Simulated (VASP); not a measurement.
# Ho (Im-3m) in VASP: a series of runs

Aim: see how the results for Ho move with the level of theory and the settings. Levels: PBE, r2SCAN. Tasks: single point.

Program: VASP 6.6.1. These are calculated values, not measurements. Logs are shortened: lines on timing, memory, paths and dates and some standing lists are left out, and cuts for length are marked.

## 1. The cell of the first run

It takes space group Im-3m (No. 229, cubic). Conventional cell: a = 3.966 Å, b = 3.966 Å, c = 3.966 Å, α = 90.00°, β = 90.00°, γ = 90.00°. Within 4.5 Å of Ho (site symmetry m-3m) lie 14 Ho at 3.43 to 3.97 Å.

This isn't the form of Ho at room conditions, which is hcp.

## 2. Single point, PBE, collinear spin, ferromagnetic start

The input, INCAR:

```
SYSTEM = Ho
PREC     = Accurate       ! precision mode
ENCUT    = 520            ! plane-wave cutoff, eV
EDIFF    = 1E-6           ! SCF threshold, eV
ISMEAR   = 0              ! smearing method
SIGMA    = 0.05           ! smearing width, eV
LREAL    = .False.        ! projectors in reciprocal space
LASPH    = .True.         ! aspherical terms in the spheres
NELM     = 150            ! most SCF steps
ALGO     = Normal         ! electronic algorithm
ISIF     = 2              ! what is computed and relaxed
LWAVE    = .False.        ! write WAVECAR
LCHARG   = .False.        ! write CHGCAR
ISPIN    = 2              ! spin polarisation
MAGMOM   = 4              ! initial moments
LORBIT   = 11             ! projections on sites
LMAXMIX  = 6              ! l up to which the mixer works
GGA      = PE             ! functional
NBANDS   = 20             ! bands
```

The input, KPOINTS:

```
regular mesh
0
Gamma
  8 8 8
  0 0 0
```

The input, POSCAR:

```
Ho
1.0
   -1.9830325007      1.9830325007      1.9830325007
    1.9830325007     -1.9830325007      1.9830325007
    1.9830325007      1.9830325007     -1.9830325007
Ho
1
Direct
    0.0000000000      0.0000000000      0.0000000000
```

Potentials or basis: VASP PAW PBE potentials, release 64 (Ho).

Launch:

```console
$ cat potpaw_PBE.64/Ho/POTCAR > POTCAR
$ mpirun -np 1 vasp_std > vasp.out
```

OUTCAR:

```text
SYSTEM = Ho
   PREC = Accurate
   ENCUT = 520
   EDIFF = 1E-6
   ISMEAR = 0
   LREAL = .False.
   LASPH = .True.
   NELM = 150
   ISIF = 2
   ISPIN = 2
   LORBIT = 11
   GGA = PE

 ion  position               nearest neighbor table
   1  0.000  0.000  0.000-

  LATTYP: Found a body centered cubic cell.
 ALAT       =     3.9660650014

  Lattice vectors:

 A1 = (  -1.9830325007,   1.9830325007,   1.9830325007)
 A2 = (   1.9830325007,  -1.9830325007,   1.9830325007)
 A3 = (   1.9830325007,   1.9830325007,  -1.9830325007)

Analysis of symmetry for initial positions (statically):
=====================================================================
 Subroutine PRICEL returns:
 Original cell was already a primitive cell.

 Routine SETGRP: Setting up the symmetry group for a
 body centered cubic supercell.

 Subroutine GETGRP returns: Found 48 space group operations
 (whereof 48 operations were pure point group operations)
 out of a pool of 48 trial point group operations.

The static configuration has the point symmetry O_h .

Analysis of symmetry for dynamics (positions and initial velocities):
=====================================================================
 Subroutine PRICEL returns:
 Original cell was already a primitive cell.

 Routine SETGRP: Setting up the symmetry group for a
 body centered cubic supercell.

 Subroutine GETGRP returns: Found 48 space group operations
 (whereof 48 operations were pure point group operations)
 out of a pool of 48 trial point group operations.

The dynamic configuration has the point symmetry O_h .

Analysis of structural, dynamic, and magnetic symmetry:
=====================================================================
 Subroutine PRICEL returns:
 Original cell was already a primitive cell.

 Routine SETGRP: Setting up the symmetry group for a
 body centered cubic supercell.

 Subroutine GETGRP returns: Found 48 space group operations
 (whereof 48 operations were pure point group operations)
 out of a pool of 48 trial point group operations.

The overall configuration has the point symmetry O_h .

 Subroutine INISYM returns: Found 48 space group operations
 (whereof 48 operations are pure point group operations),
 and found     1 'primitive' translations

----------------------------------------------------------------------------------------

                                     Primitive cell

  volume of cell :      31.1924

  direct lattice vectors                    reciprocal lattice vectors
    -1.983032501  1.983032501  1.983032501     0.000000000  0.252139085  0.252139085
     1.983032501 -1.983032501  1.983032501     0.252139085  0.000000000  0.252139085
     1.983032501  1.983032501 -1.983032501     0.252139085  0.252139085  0.000000000

  length of vectors
     3.434713044  3.434713044  3.434713044     0.356578513  0.356578513  0.356578513

  position of ions in fractional coordinates (direct lattice)
     0.000000000  0.000000000  0.000000000

  ion indices of the primitive-cell ions
   primitive index   ion index
                 1           1

----------------------------------------------------------------------------------------

 KPOINTS: regular mesh

Automatic generation of k-mesh.
 Grid dimensions read from file:
 generate k-points for:    8    8    8

 Generating k-lattice:

  Cartesian coordinates                     Fractional coordinates (reciprocal lattice)
     0.000000000  0.031517386  0.031517386     0.125000000  0.000000000  0.000000000
     0.031517386  0.000000000  0.031517386     0.000000000  0.125000000  0.000000000
     0.031517386  0.031517386  0.000000000     0.000000000  0.000000000  0.125000000

  Length of vectors
     0.044572314  0.044572314  0.044572314

  Shift w.r.t. Gamma in fractional coordinates (k-lattice)
     0.000000000  0.000000000  0.000000000

 Subroutine IBZKPT returns following result:
 ===========================================

 Found     29 irreducible k-points:

 Following reciprocal coordinates:
            Coordinates               Weight
  0.000000  0.000000  0.000000      1.000000
  0.125000  0.000000  0.000000     12.000000
  0.250000  0.000000  0.000000     12.000000
  0.375000  0.000000  0.000000     12.000000
  0.500000  0.000000  0.000000      6.000000
  0.125000  0.125000  0.000000     24.000000
[... 16 lines left out ...]
 -0.250000  0.250000  0.250000      6.000000
 -0.375000  0.375000  0.250000     24.000000
 [... further k-points ...]
   k-points           NKPTS =     29   k-points in BZ     NKDIM =     29   number of bands    NBANDS=     20
   number of dos      NEDOS =    301   number of ions     NIONS =      1
   total plane-waves  NPLWV =  21952
   dimension x,y,z NGX =    28 NGY =   28 NGZ =   28
   dimension x,y,z NGXF=    56 NGYF=   56 NGZF=   56
   ions per type =               1
   NGX,Y,Z   is equivalent  to a cutoff of  13.55, 13.55, 13.55 a.u.
   NGXF,Y,Z  is equivalent  to a cutoff of  27.10, 27.10, 27.10 a.u.
 SYSTEM =  Ho
   PREC   = accura    normal or accurate (medium, high low for compatibility)
   ISTART =      0    job   : 0-new  1-cont  2-samecut
   ICHARG =      2    charge: 1-file 2-atom 10-const
   ISPIN  =      2    spin polarized calculation?
   LNONCOLLINEAR =      F non collinear calculations
   LSORBIT =      F    spin-orbit coupling
   LASPH  =      T    aspherical Exc in radial PAW
   ENCUT  =  520.0 eV  38.22 Ry    6.18 a.u.   6.39  6.39  6.39*2*pi/ulx,y,z
   NELM   =    150;   NELMIN=  2; NELMDL= -5     # of ELM steps
   EDIFF  = 0.1E-05   stopping-criterion for ELM
   LREAL  =      F    real-space projection
   EDIFFG = 0.1E-04   stopping-criterion for IOM
   NSW    =      0    number of steps for IOM
   IBRION =     -1    ionic relax: 0-MD 1-quasi-New 2-CG
   NFREE  =      0    steps in history (QN), initial steepest desc. (CG)
   ISIF   =      2    stress and relaxation
   ISYM   =      2    0-nonsym 1-usesym 2-fastsym
   POTIM  = 0.5000    time-step for ionic-motion
   TEBEG  =    0.0;   TEEND  =   0.0 temperature during run
   PSTRESS=    0.0 pullay stress
   NELECT =      21.0000    total number of electrons
   NUPDOWN=      -1.0000    fix difference up-down
   EMIN   =  10.00;   EMAX   =-10.00  energy-range for DOS
   EFERMI =   0.00;   METHOD = LEGACY
   ISMEAR =     0;   SIGMA  =   0.05  broadening in eV -4-tet -1-fermi 0-gaus
   EFERMI_NEDOS =   21; number of points for ismear=-14 and -15
   IALGO  =     38    algorithm
   IMIX   =      4    mixing-type and parameters
     AMIX     =   0.40;   BMIX     =  1.00
     AMIX_MAG =   1.60;   BMIX_MAG =  1.00
  volume/ion in A,a.u.               =      31.19       210.50
  Fermi-wavevector in a.u.,A,eV,Ry     =   1.434822  2.711421 28.010516  2.058715
  Thomas-Fermi vector in A             =   2.554188
   LORBIT       =     11    0 simple, 1 ext, 2 COOP (PROOUT), +10 PAW based schemes
   GGA     = PE    functional components
   LHFCALC =     F    Hartree Fock is set to
   AEXX    =    0.0000 exact exchange contribution
   IVDW    =     0    specifies the selected vdW correction
   LEPSILON=     F    determine dielectric tensor
   LRPA    =     F    only Hartree local field effects (RPA)
 spin polarized calculation
 Gauss-broadening in eV      SIGMA  =   0.05
  energy-cutoff  :      520.00
  volume of cell :       31.19
 maximum number of plane-waves:       887
 NGX is ok and might be reduce to    28
   NGX = 13   NGY = 13   NGZ = 13

 number of electron      21.0000005 magnetization       3.7387883

 Free energy of the ion-electron system (eV)
  ---------------------------------------------------
  ext. energy  EPLUGINS =         0.00000000
  ---------------------------------------------------
  free energy    TOTEN  =        -6.38246731 eV

  energy without entropy =       -6.36619131  energy(sigma->0) =       -6.37432931

 E-fermi :   2.8060     XC(G=0): -10.1472

 val. band max:        2.8055514389   @ k =   0.5000   0.5000   0.5000
 cond. band min:       2.8088387901   @ k =   0.5000   0.5000   0.3750
 fundamental gap:      0.0032873512
 Fermi energy:         2.8060491030

 spin component 1

 k-point     1 :       0.0000    0.0000    0.0000
  band No.  band energies     occupation
      1     -45.7433      1.00000
      2     -20.3798      1.00000
      3     -20.3798      1.00000
      4     -20.3798      1.00000
      5      -2.6635      1.00000
      6      -0.5940      1.00000
[... 12 lines left out ...]
     19      13.8189      0.00000
     20      13.8189      0.00000

 k-point     2 :       0.1250    0.0000    0.0000
  band No.  band energies     occupation
      1     -45.7353      1.00000
      2     -20.4835      1.00000
      3     -20.4118      1.00000
      4     -20.3804      1.00000
      5      -2.2127      1.00000
      6      -0.6146      1.00000
[... 12 lines left out ...]
     19      14.6515      0.00000
     20      15.0176      0.00000

 k-point     3 :       0.2500    0.0000    0.0000
  band No.  band energies     occupation
      1     -45.7160      1.00000
      2     -20.7246      1.00000
      3     -20.4882      1.00000
      4     -20.3819      1.00000
      5      -1.0543      1.00000
      6      -0.6604      1.00000
[... 12 lines left out ...]
     19      14.9365      0.00000
     20      16.7995      0.00000

 k-point     4 :       0.3750    0.0000    0.0000
  band No.  band energies     occupation
      1     -45.6966      1.00000
      2     -20.9537      1.00000
      3     -20.5631      1.00000
      4     -20.3835      1.00000
      5      -0.6980      1.00000
      6      -0.6095      1.00000
[... 429 lines left out ...]
 k-point    23 :      -0.2500    0.2500    0.2500
  band No.  band energies     occupation
      1     -45.6921      1.00000
      2     -20.7377      1.00000
      3     -20.6056      1.00000
      4     -20.6056      1.00000
      5      -0.7052      1.00000
      6      -0.6193      1.00000
[... 12 lines left out ...]
     19      16.7828      0.00000
     20      16.7828      0.00000

 k-point    24 :      -0.3750    0.3750    0.2500
  band No.  band energies     occupation
      1     -45.6752      1.00000
      2     -20.8753      1.00000
      3     -20.6867      1.00000
      4     -20.6258      1.00000
      5      -0.7346      1.00000
      6      -0.6287      1.00000
[... 12 lines left out ...]
     19      14.5998      0.00000
     20      15.3118      0.00000

 [... further k-points ...]

 spin component 2

 k-point     1 :       0.0000    0.0000    0.0000
  band No.  band energies     occupation
      1     -44.1360      1.00000
      2     -19.1992      1.00000
      3     -19.1992      1.00000
      4     -19.1992      1.00000
      5      -2.3402      1.00000
      6       1.7829      1.00000
[... 12 lines left out ...]
     19      14.0760      0.00000
     20      14.0760      0.00000

 k-point     2 :       0.1250    0.0000    0.0000
  band No.  band energies     occupation
      1     -44.1270      1.00000
      2     -19.3152      1.00000
      3     -19.2344      1.00000
      4     -19.1998      1.00000
      5      -1.8785      1.00000
      6       1.7842      1.00000
[... 12 lines left out ...]
     19      14.9218      0.00000
     20      15.3615      0.00000

 k-point     3 :       0.2500    0.0000    0.0000
  band No.  band energies     occupation
      1     -44.1051      1.00000
      2     -19.5835      1.00000
      3     -19.3182      1.00000
      4     -19.2017      1.00000
      5      -0.7013      1.00000
      6       1.7994      1.00000
[... 12 lines left out ...]
     19      15.4709      0.00000
     20      17.1016      0.00000

 k-point     4 :       0.3750    0.0000    0.0000
  band No.  band energies     occupation
      1     -44.0832      1.00000
      2     -19.8367      1.00000
      3     -19.4004      1.00000
      4     -19.2037      1.00000
      5       0.4640      1.00000
      6       1.8341      1.00000
[... 429 lines left out ...]
 k-point    23 :      -0.2500    0.2500    0.2500
  band No.  band energies     occupation
      1     -44.0782      1.00000
      2     -19.5987      1.00000
      3     -19.4478      1.00000
      4     -19.4478      1.00000
      5       0.6726      1.00000
      6       1.7246      1.00000
[... 12 lines left out ...]
     19      17.3439      0.00000
     20      17.3439      0.00000

 k-point    24 :      -0.3750    0.3750    0.2500
  band No.  band energies     occupation
      1     -44.0591      1.00000
      2     -19.7484      1.00000
      3     -19.5370      1.00000
      4     -19.4709      1.00000
      5       1.5972      1.00000
      6       1.7493      1.00000
[... 12 lines left out ...]
     19      15.1632      0.00000
     20      15.8398      0.00000

 [... further k-points ...]
[... 5 lines left out ...]
  --------------------------------------------------------------------------------------
  -------------------------------------------------------------------------------------
  Total        0.5152762      0.5152762      0.5152762      0.0000000      0.0000000     -0.0000000
  in kB       26.4667865     26.4667865     26.4667865      0.0000000      0.0000000     -0.0000000
  external PRESSURE =      26.4667865 kB  Pullay stress =       0.0000000 kB

 VOLUME and BASIS-vectors are now :
 -----------------------------------------------------------------------------
  energy-cutoff  :      520.00
  volume of cell :       31.19
      direct lattice vectors                 reciprocal lattice vectors
    -1.983032501  1.983032501  1.983032501     0.000000000  0.252139085  0.252139085
     1.983032501 -1.983032501  1.983032501     0.252139085  0.000000000  0.252139085
     1.983032501  1.983032501 -1.983032501     0.252139085  0.252139085  0.000000000

 POSITION                                       TOTAL-FORCE (eV/Angst)
 -----------------------------------------------------------------------------------
      0.00000      0.00000      0.00000         0.000000      0.000000     -0.000000
 -----------------------------------------------------------------------------------
    total drift:                                0.000000     -0.000000     -0.000000

  FREE ENERGIE OF THE ION-ELECTRON SYSTEM (eV)
  ---------------------------------------------------
  free  energy   TOTEN  =        -6.3824673099 eV

  energy  without entropy=       -6.3661913128  energy(sigma->0) =       -6.37432931

 total charge

# of ion       s       p       d       f       tot
--------------------------------------------------
    1        2.124   5.710   0.425  10.288  18.546

 magnetization (x)

# of ion       s       p       d       f       tot
--------------------------------------------------
    1        0.003  -0.015   0.064   3.507   3.559
```

Run time: 62 s. Hardware: 1 thread of Intel Xeon 6975P-C (Granite Rapids), shared host; peak memory 0.19 GiB.

What came out:

- Free energy: -6.3825 eV
- Pressure: 2.6 GPa
- Net moment: 3.74 μB per cell
- Site moments: Ho +3.56 μB
- Valence electrons inside the program's atomic spheres: Ho 18.55

Caveat: the magnetic or orbital state may not be the lowest; spin-orbit coupling is left out, which moves the levels of the heavy elements; semilocal functionals describe open f shells poorly, which spoils levels, moments and volumes. The state reached can hang on the start; a lower one may exist.

## 3. Single point, PBE, collinear spin, ferromagnetic start (35.00 Å³/atom)

This run uses another cell than the first one, of 35.00 Å³/atom.

The input, INCAR:

```
PREC     = Accurate       # precision mode
ENCUT    = 520            # plane-wave cutoff, eV
EDIFF    = 1E-6           # SCF threshold, eV
ISMEAR   = 0              # smearing method
SIGMA    = 0.05           # smearing width, eV
LREAL    = F              # projectors in reciprocal space
LASPH    = T              # aspherical terms in the spheres
NELM     = 150            # most SCF steps
ALGO     = Normal         # electronic algorithm
ISIF     = 2              # what is computed and relaxed
LWAVE    = F              # write WAVECAR
LCHARG   = T              # write CHGCAR
ISPIN    = 2              # spin polarisation
MAGMOM   = 3.72           # initial moments
LORBIT   = 11             # projections on sites
LMAXMIX  = 6              # l up to which the mixer works
GGA      = PE             # functional
LELF     = T              # ELF
LVHAR    = T            
NBANDS   = 20             # bands
```

The input, KPOINTS:

```
regular mesh
0
Gamma
  8 8 8
```

The input, POSCAR:

```
Ho
1.0
   -2.0607215507      2.0607215507      2.0607215507
    2.0607215507     -2.0607215507      2.0607215507
    2.0607215507      2.0607215507     -2.0607215507
Ho
1
Direct
    0.0000000000      0.0000000000      0.0000000000
```

Potentials or basis: VASP PAW PBE potentials, release 64 (Ho).

Launch:

```console
$ cat potpaw_PBE.64/Ho/POTCAR > POTCAR
$ mpirun -np 1 vasp_std > vasp.out
```

Wall time 43 s (1 thread of Intel Xeon 6975P-C (Granite Rapids), shared host); peak memory 0.2 GiB.

It converged, with:

```yaml
Free_energy: -6.4051 eV
Pressure: -0.6 GPa
Net_moment: 3.72 μB per cell
Site_moments: Ho +3.53 μB
Valence_electrons_inside_the_program's_atomic_spheres: Ho 18.51
```

Levels at points of the mesh, in eV from the Fermi level:
Spin up:
```tsv
k point	band 10	band 11	band 12	band 13	band 14	band 15
(0.00, 0.00, 0.00)	-2.67	-2.67	-2.67	1.99	1.99	1.99
(0.50, 0.00, 0.00)	-2.58	-2.58	-2.12	0.42	0.58	3.76
(0.50, 0.50, 0.50)	-2.54	-2.54	-1.33	-1.33	5.28	5.28
```
Spin down:
| k point | band 5 | band 6 | band 7 | band 8 | band 9 | band 10 | band 11 | band 12 |
| --- | --- | --- | --- | --- | --- | --- | --- | --- |
| (0.00, 0.00, 0.00) | -4.94 | -1.01 | -1.01 | -1.00 | 0.12 | 0.12 | 0.13 | 0.66 |
| (0.50, 0.00, 0.00) | -1.81 | -0.96 | -0.90 | -0.87 | 0.02 | 0.06 | 0.09 | 0.53 |
| (0.50, 0.50, 0.50) | -1.01 | -1.01 | -0.83 | -0.83 | -0.83 | 0.00 | 0.00 | 0.00 |

Caveat: the magnetic or orbital state may not be the lowest; spin-orbit coupling is left out, which moves the levels of the heavy elements; semilocal functionals describe open f shells poorly, which spoils levels, moments and volumes. The state reached can hang on the start; a lower one may exist.

[end of part 1 of 2]
